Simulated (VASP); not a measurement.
# Tl (Pm-3m) in VASP: single point with PBEsol

Aim: the single point of Tl with PBEsol.

Everything below comes from runs of VASP 6.6.1. Logs are shortened: lines on timing, memory, paths and dates and some standing lists are left out, and cuts for length are marked.

### Step 1. The cell of the first run

It takes space group Pm-3m (No. 221, cubic). Conventional cell: a = 4.801 Å, b = 4.801 Å, c = 4.801 Å, α = 90.00°, β = 90.00°, γ = 90.00°. Tl (site symmetry 4/mmm) has 8 Tl at 3.39 Å within 4.5 Å.

### Step 2. Single point, PBEsol

Input file INCAR:

```
SYSTEM = Tl
PREC     = Accurate       ! precision mode
ENCUT    = 520            ! plane-wave cutoff, eV
EDIFF    = 1E-6           ! SCF threshold, eV
ISMEAR   = -1             ! smearing method
SIGMA    = 0.05           ! smearing width, eV
LREAL    = .False.        ! projectors in reciprocal space
LASPH    = .True.         ! aspherical terms in the spheres
NELM     = 80             ! most SCF steps
ALGO     = Normal         ! electronic algorithm
ISIF     = 2              ! what is computed and relaxed
LWAVE    = .False.        ! write WAVECAR
LCHARG   = .False.        ! write CHGCAR
GGA      = PS             ! functional
NBANDS   = 26             ! bands
```

Input file KPOINTS:

```
regular mesh
0
Gamma
  5 5 5
  0 0 0
```

Input file POSCAR:

```
Tl
1.0
    4.8009890000      0.0000000000      0.0000000000
    0.0000000000      4.8009890000      0.0000000000
    0.0000000000      0.0000000000      4.8009890000
Tl
3
Direct
    0.5000000000      0.0000000000      0.5000000000
    0.5000000000      0.5000000000      0.0000000000
    0.0000000000      0.5000000000      0.5000000000
```

Potentials or basis: VASP PAW PBE potentials, release 64 (Tl_d).

Started as:

```console
$ cat potpaw_PBE.64/Tl_d/POTCAR > POTCAR
$ mpirun -np 1 vasp_std > vasp.out
```

OUTCAR:

```text
SYSTEM = Tl
   PREC = Accurate
   ENCUT = 520
   EDIFF = 1E-6
   ISMEAR = -1
   LREAL = .False.
   LASPH = .True.
   NELM = 80
   ISIF = 2
   GGA = PS

 ion  position               nearest neighbor table
   1  0.500  0.000  0.500-   2 3.39   3 3.39   2 3.39   2 3.39   3 3.39   2 3.39   3 3.39   3 3.39

   2  0.500  0.500  0.000-   1 3.39   3 3.39   1 3.39   3 3.39   1 3.39   1 3.39   3 3.39   3 3.39

   3  0.000  0.500  0.500-   1 3.39   2 3.39   2 3.39   1 3.39   1 3.39   2 3.39   2 3.39   1 3.39

  LATTYP: Found a simple cubic cell.
 ALAT       =     4.8009890000

  Lattice vectors:

 A1 = (   4.8009890000,   0.0000000000,   0.0000000000)
 A2 = (   0.0000000000,   4.8009890000,   0.0000000000)
 A3 = (   0.0000000000,   0.0000000000,   4.8009890000)

Analysis of symmetry for initial positions (statically):
=====================================================================
 Subroutine PRICEL returns:
 Original cell was already a primitive cell.

 Routine SETGRP: Setting up the symmetry group for a
 simple cubic supercell.

 Subroutine GETGRP returns: Found 48 space group operations
 (whereof 48 operations were pure point group operations)
 out of a pool of 48 trial point group operations.

The static configuration has the point symmetry O_h .

Analysis of symmetry for dynamics (positions and initial velocities):
=====================================================================
 Subroutine PRICEL returns:
 Original cell was already a primitive cell.

 Routine SETGRP: Setting up the symmetry group for a
 simple cubic supercell.

 Subroutine GETGRP returns: Found 48 space group operations
 (whereof 48 operations were pure point group operations)
 out of a pool of 48 trial point group operations.

The dynamic configuration has the point symmetry O_h .

 Subroutine INISYM returns: Found 48 space group operations
 (whereof 48 operations are pure point group operations),
 and found     1 'primitive' translations

----------------------------------------------------------------------------------------

                                     Primitive cell

  volume of cell :     110.6604

  direct lattice vectors                    reciprocal lattice vectors
     4.800989000  0.000000000  0.000000000     0.208290417  0.000000000  0.000000000
     0.000000000  4.800989000  0.000000000     0.000000000  0.208290417  0.000000000
     0.000000000  0.000000000  4.800989000     0.000000000  0.000000000  0.208290417

  length of vectors
     4.800989000  4.800989000  4.800989000     0.208290417  0.208290417  0.208290417

  position of ions in fractional coordinates (direct lattice)
     0.500000000  0.000000000  0.500000000
     0.500000000  0.500000000  0.000000000
     0.000000000  0.500000000  0.500000000

  ion indices of the primitive-cell ions
   primitive index   ion index
                 1           1
                 2           2
                 3           3

----------------------------------------------------------------------------------------

 KPOINTS: regular mesh

Automatic generation of k-mesh.
 Grid dimensions read from file:
 generate k-points for:    5    5    5

 Generating k-lattice:

  Cartesian coordinates                     Fractional coordinates (reciprocal lattice)
     0.041658083  0.000000000  0.000000000     0.200000000  0.000000000  0.000000000
     0.000000000  0.041658083  0.000000000     0.000000000  0.200000000  0.000000000
     0.000000000  0.000000000  0.041658083     0.000000000  0.000000000  0.200000000

  Length of vectors
     0.041658083  0.041658083  0.041658083

  Shift w.r.t. Gamma in fractional coordinates (k-lattice)
     0.000000000  0.000000000  0.000000000

 Subroutine IBZKPT returns following result:
 ===========================================

 Found     10 irreducible k-points:

 Following reciprocal coordinates:
            Coordinates               Weight
  0.000000  0.000000  0.000000      1.000000
  0.200000  0.000000  0.000000      6.000000
  0.400000  0.000000  0.000000      6.000000
  0.200000  0.200000  0.000000     12.000000
  0.400000  0.200000  0.000000     24.000000
  0.400000  0.400000  0.000000     12.000000
  0.200000  0.200000  0.200000      8.000000
  0.400000  0.200000  0.200000     24.000000
  0.400000  0.400000  0.200000     24.000000
  0.400000  0.400000  0.400000      8.000000
   k-points           NKPTS =     10   k-points in BZ     NKDIM =     10   number of bands    NBANDS=     26
   number of dos      NEDOS =    301   number of ions     NIONS =      3
   total plane-waves  NPLWV =  46656
   dimension x,y,z NGX =    36 NGY =   36 NGZ =   36
   dimension x,y,z NGXF=    72 NGYF=   72 NGZF=   72
   ions per type =               3
   NGX,Y,Z   is equivalent  to a cutoff of  12.47, 12.47, 12.47 a.u.
   NGXF,Y,Z  is equivalent  to a cutoff of  24.93, 24.93, 24.93 a.u.
 SYSTEM =  Tl
   PREC   = accura    normal or accurate (medium, high low for compatibility)
   ISTART =      0    job   : 0-new  1-cont  2-samecut
   ICHARG =      2    charge: 1-file 2-atom 10-const
   ISPIN  =      1    spin polarized calculation?
   LNONCOLLINEAR =      F non collinear calculations
   LSORBIT =      F    spin-orbit coupling
   LASPH  =      T    aspherical Exc in radial PAW
   ENCUT  =  520.0 eV  38.22 Ry    6.18 a.u.   8.93  8.93  8.93*2*pi/ulx,y,z
   NELM   =     80;   NELMIN=  2; NELMDL= -5     # of ELM steps
   EDIFF  = 0.1E-05   stopping-criterion for ELM
   LREAL  =      F    real-space projection
   EDIFFG = 0.1E-04   stopping-criterion for IOM
   NSW    =      0    number of steps for IOM
   IBRION =     -1    ionic relax: 0-MD 1-quasi-New 2-CG
   NFREE  =      0    steps in history (QN), initial steepest desc. (CG)
   ISIF   =      2    stress and relaxation
   ISYM   =      2    0-nonsym 1-usesym 2-fastsym
   POTIM  = 0.5000    time-step for ionic-motion
   TEBEG  =    0.0;   TEEND  =   0.0 temperature during run
   PSTRESS=    0.0 pullay stress
   NELECT =      39.0000    total number of electrons
   NUPDOWN=      -1.0000    fix difference up-down
   EMIN   =  10.00;   EMAX   =-10.00  energy-range for DOS
   EFERMI =   0.00;   METHOD = LEGACY
   ISMEAR =    -1;   SIGMA  =   0.05  broadening in eV -4-tet -1-fermi 0-gaus
   EFERMI_NEDOS =   21; number of points for ismear=-14 and -15
   IALGO  =     38    algorithm
   IMIX   =      4    mixing-type and parameters
     AMIX     =   0.40;   BMIX     =  1.00
     AMIX_MAG =   1.60;   BMIX_MAG =  1.00
  volume/ion in A,a.u.               =      36.89       248.92
  Fermi-wavevector in a.u.,A,eV,Ry     =   1.156376  2.185233 18.193778  1.337205
  Thomas-Fermi vector in A             =   2.292996
   LORBIT       =      0    0 simple, 1 ext, 2 COOP (PROOUT), +10 PAW based schemes
   GGA     = PS    functional components
   LHFCALC =     F    Hartree Fock is set to
   AEXX    =    0.0000 exact exchange contribution
   IVDW    =     0    specifies the selected vdW correction
   LEPSILON=     F    determine dielectric tensor
   LRPA    =     F    only Hartree local field effects (RPA)
 non-spin polarized calculation
  energy-cutoff  :      520.00
  volume of cell :      110.66
 maximum number of plane-waves:      3004
 NGX is ok and might be reduce to    36
   NGX = 17   NGY = 17   NGZ = 17

 number of electron      39.0000030 magnetization

 Free energy of the ion-electron system (eV)
  ---------------------------------------------------
  ext. energy  EPLUGINS =         0.00000000
  ---------------------------------------------------
  free energy    TOTEN  =        -7.30623318 eV

  energy without entropy =       -7.30149873  energy(sigma->0) =       -7.30386596

 E-fermi :   4.2874     XC(G=0):  -8.9983

 val. band max:        4.0616832145   @ k =   0.4000   0.2000   0.0000
 cond. band min:       4.4732385040   @ k =   0.4000   0.2000   0.2000
 fundamental gap:      0.4115552895
 Fermi energy:         4.2873534165

 k-point     1 :       0.0000    0.0000    0.0000
  band No.  band energies     occupation
      1      -7.7453      2.00000
      2      -7.7295      2.00000
      3      -7.7295      2.00000
      4      -7.7295      2.00000
      5      -7.5169      2.00000
      6      -7.5169      2.00000
[... 18 lines left out ...]
     25       8.8975      0.00000
     26      10.8575      0.00000

 k-point     2 :       0.2000    0.0000    0.0000
  band No.  band energies     occupation
      1      -7.7174      2.00000
      2      -7.6851      2.00000
      3      -7.6623      2.00000
      4      -7.6623      2.00000
      5      -7.5046      2.00000
      6      -7.4662      2.00000
[... 18 lines left out ...]
     25       8.6982      0.00000
     26       9.4766      0.00000

 k-point     3 :       0.4000    0.0000    0.0000
  band No.  band energies     occupation
      1      -7.6963      2.00000
      2      -7.5594      2.00000
      3      -7.4812      2.00000
      4      -7.4812      2.00000
      5      -7.4790      2.00000
      6      -7.3521      2.00000
[... 18 lines left out ...]
     25       7.7639      0.00000
     26      10.8103      0.00000

 k-point     4 :       0.2000    0.2000    0.0000
  band No.  band energies     occupation
      1      -7.6734      2.00000
      2      -7.6637      2.00000
      3      -7.6284      2.00000
      4      -7.5936      2.00000
      5      -7.4736      2.00000
      6      -7.4256      2.00000
[... 18 lines left out ...]
     25       8.7903      0.00000
     26       9.6599      0.00000

 k-point     5 :       0.4000    0.2000    0.0000
  band No.  band energies     occupation
      1      -7.6393      2.00000
      2      -7.5631      2.00000
      3      -7.4696      2.00000
      4      -7.4653      2.00000
      5      -7.4490      2.00000
      6      -7.3201      2.00000
[... 18 lines left out ...]
     25       9.3249      0.00000
     26       9.6296      0.00000

 k-point     6 :       0.4000    0.4000    0.0000
  band No.  band energies     occupation
      1      -7.5604      2.00000
      2      -7.5187      2.00000
      3      -7.4983      2.00000
      4      -7.3953      2.00000
      5      -7.3719      2.00000
      6      -7.3660      2.00000
[... 18 lines left out ...]
     25       8.0268      0.00000
     26      10.7983      0.00000

 k-point     7 :       0.2000    0.2000    0.2000
  band No.  band energies     occupation
      1      -7.6867      2.00000
      2      -7.6062      2.00000
      3      -7.6062      2.00000
      4      -7.5412      2.00000
      5      -7.4094      2.00000
      6      -7.4094      2.00000
[... 18 lines left out ...]
     25       9.9601      0.00000
     26      10.0331      0.00000

 k-point     8 :       0.4000    0.2000    0.2000
  band No.  band energies     occupation
      1      -7.6393      2.00000
      2      -7.5458      2.00000
      3      -7.5097      2.00000
      4      -7.4400      2.00000
      5      -7.4100      2.00000
      6      -7.3563      2.00000
[... 18 lines left out ...]
     25       9.9804      0.00000
     26      10.3876      0.00000

 k-point     9 :       0.4000    0.4000    0.2000
  band No.  band energies     occupation
      1      -7.5978      2.00000
      2      -7.5343      2.00000
      3      -7.5101      2.00000
      4      -7.4805      2.00000
      5      -7.4360      2.00000
      6      -7.3860      2.00000
[... 18 lines left out ...]
     25       9.9147      0.00000
     26      10.6247      0.00000

 k-point    10 :       0.4000    0.4000    0.4000
  band No.  band energies     occupation
      1      -7.6260      2.00000
      2      -7.5717      2.00000
      3      -7.5717      2.00000
      4      -7.4937      2.00000
      5      -7.4838      2.00000
      6      -7.4838      2.00000
[... 18 lines left out ...]
     25      11.4348      0.00000
     26      12.6568      0.00000

------------------------ aborting loop because EDIFF is reached ----------------------------------------

  FORCE on cell =-STRESS in cart. coord.  units (eV):
  Direction    XX          YY          ZZ          XY          YZ          ZX
  --------------------------------------------------------------------------------------
  -------------------------------------------------------------------------------------
  Total       -1.7210978     -1.7210978     -1.7210978     -0.0000000     -0.0000000      0.0000000
  in kB      -24.9186205    -24.9186205    -24.9186205     -0.0000000     -0.0000000      0.0000000
  external PRESSURE =     -24.9186205 kB  Pullay stress =       0.0000000 kB

 VOLUME and BASIS-vectors are now :
 -----------------------------------------------------------------------------
  energy-cutoff  :      520.00
  volume of cell :      110.66
      direct lattice vectors                 reciprocal lattice vectors
     4.800989000  0.000000000  0.000000000     0.208290417  0.000000000  0.000000000
     0.000000000  4.800989000  0.000000000     0.000000000  0.208290417  0.000000000
     0.000000000  0.000000000  4.800989000     0.000000000  0.000000000  0.208290417

 POSITION                                       TOTAL-FORCE (eV/Angst)
 -----------------------------------------------------------------------------------
      2.40049      0.00000      2.40049         0.000000      0.000000      0.000000
      2.40049      2.40049      0.00000         0.000000      0.000000      0.000000
      0.00000      2.40049      2.40049         0.000000      0.000000      0.000000
 -----------------------------------------------------------------------------------
    total drift:                                0.000000      0.000000      0.000000

  FREE ENERGIE OF THE ION-ELECTRON SYSTEM (eV)
  ---------------------------------------------------
  free  energy   TOTEN  =        -7.3062331809 eV

  energy  without entropy=       -7.3014987331  energy(sigma->0) =       -7.30386596
```

Run time: 8.8 s. Hardware: 1 thread of Intel Xeon 6975P-C (Granite Rapids), shared host; peak memory 0.2 GiB.

Results:

| Property | Result |
| --- | --- |
| Free energy | -7.3062 eV |
| Pressure | -2.5 GPa |

Caveat: the PAW data sets were made with another functional, which shifts forces and pressure a little; spin-orbit coupling is left out, which moves the levels of the heavy elements.
